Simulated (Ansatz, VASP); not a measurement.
One calculation of Os, two programs

```
Os
1.0
     2.73802    0.00000    0.00000
    -1.36901    2.37119    0.00000
     0.00000    0.00000    4.32044
Os
2
Cartesian
  0.0000 1.5808 1.0801
  1.3690 0.7904 3.2403
```

Alike in both runs: functional r2SCAN; k mesh 18 × 18 × 10; occupations fermi-dirac, width 0.15 eV; no spin polarisation.

Ansatz relaxed the structure, and its values are those at the end. VASP's run is a single point on that final structure, the one shown.

```csv
,VASP,Ansatz
version,VASP 6.6.1,Ansatz 0.2.0
potentials or method,"VASP PAW PBE potentials, release 64 (Os), cutoff 520 eV","scalar-relativistic, plane waves, PAW"
valence electrons in the cell,16,32
```

Ansatz gave:

```
gap on the k mesh at the Fermi level (eV) : none
pressure (GPa)                            : 0.0
```

What did VASP give for the same quantities?

gap on the k mesh at the Fermi level (eV): none; pressure (GPa): 1.0.

VASP's potentials were made for PBE, not for r2SCAN. A gap of «none» marks a metal or a gap that the smearing closes. VASP's potentials hold 16 valence electrons a cell and Ansatz's 32, so a difference there can come from the potentials and not from the codes.

Spin-orbit coupling is off throughout.
